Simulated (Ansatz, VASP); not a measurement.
# NaS3: VASP beside Ansatz

File INCAR:

```
PREC = Accurate
ENCUT = 520
EDIFF = 1E-6
ISMEAR = 0
SIGMA = 0.1
LREAL = F
LASPH = T
NELM = 100
ALGO = Normal
ISIF = 2
LWAVE = F
LCHARG = T
GGA = PE
LELF = T
LVHAR = T
NBANDS = 20
```

File KPOINTS:

```
regular mesh
0
Gamma
  4 4 4
```

POSCAR

```
NaS3
1.0
    0.0000000000      3.4416191000      3.4416191000
    3.4416191000      0.0000000000      3.4416191000
    3.4416191000      3.4416191000      0.0000000000
Na S
1 3
Direct
    0.0000000000      0.0000000000      0.0000000000
    0.5000000000      0.5000000000      0.5000000000
    0.2500000000      0.2500000000      0.2500000000
    0.7500000000      0.7500000000      0.7500000000
```

Input for Ansatz:

```yaml
crystal:
  lattice:
    - [0.0, 3.4416191, 3.4416191]
    - [3.4416191, 0.0, 3.4416191]
    - [3.4416191, 3.4416191, 0.0]
  atoms:
    - { symbol: Na, position: [0.0, 0.0, 0.0] }
    - { symbol: S, position: [0.5, 0.5, 0.5] }
    - { symbol: S, position: [0.25, 0.25, 0.25] }
    - { symbol: S, position: [0.75, 0.75, 0.75] }
basis:
  ecutwfc: 420
kpoints:
  mp_grid: { grid: [4, 4, 4] }
hamiltonian:
  xc: pbe
scf:
  occupations: { method: gaussian, width: 0.1 }
  lower_state_search: "off"
output:
  forces: true
  stress: true
  eigenvalues: true
```

Change from the starting cell: species swapped into the AlCu3 type (Fm-3m, No. 225).

Alike in both runs: task single point; functional PBE; k mesh 4 × 4 × 4; occupations gaussian, width 0.1 eV; no spin polarisation.

|  | VASP | Ansatz |
| --- | --- | --- |
| version | VASP 6.6.1 | Ansatz 0.2.0 |
| potentials or method | VASP PAW PBE potentials, release 64 (Na_pv, S), cutoff 520 eV | scalar-relativistic, plane waves, PAW |
| valence electrons in the cell | 25 | 27 |

```tsv
	VASP	Ansatz	Ansatz less VASP
gap on the k mesh at the Fermi level (eV)	none	none	-
pressure (GPa)	-4.4	-4.3	+0.04
```

A gap of «none» marks a metal or a gap that the smearing closes. With one functional, cell and mesh, what is left measures potentials, basis and numerics. VASP's potentials hold 25 valence electrons a cell and Ansatz's 27, so a difference there can come from the potentials and not from the codes.

The k mesh is coarse, so the values compare programs but aren't converged.
